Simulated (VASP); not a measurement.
Input of a VASP 6.6.1 run:

The input INCAR:

```
SYSTEM = Sn
  ALGO = Normal
  EDIFF = 1E-7
  ENCUT = 520
  GGA = CA
  ISIF = 2
  ISMEAR = 0
  LASPH = .TRUE.
  LCHARG = .FALSE.
  LREAL = .FALSE.
  LWAVE = .FALSE.
  NBANDS = 21
  NELM = 80
  PREC = Accurate
  SIGMA = 0.1
```

File KPOINTS:

```
k-points
0
G
  12 12 12
  0 0 0
```

The input POSCAR:

```
Sn
1.0
    0.0000000000      3.2370442832      3.2370442832
    3.2370442832      0.0000000000      3.2370442832
    3.2370442832      3.2370442832      0.0000000000
Sn
2
Direct
    0.5000000000      0.5000000000      0.5000000000
    0.7500000000      0.7500000000      0.7500000000
```

Potentials or basis: VASP PAW LDA potentials, release 64 (Sn_d).

Run with:

```bash
$ cat potpaw_LDA.64/Sn_d/POTCAR > POTCAR
$ mpirun -np 1 vasp_std > vasp.out
```

(1) Estimate the pressure.

(2) Predict the band gap on the k mesh.

## Answers

(1) 0.0 GPa.

(2) zero (band 14 reaches 5.53 eV, above the bottom of band 15 at 5.36 eV).

Caveat: spin-orbit coupling is left out, which moves the levels of the heavy elements.
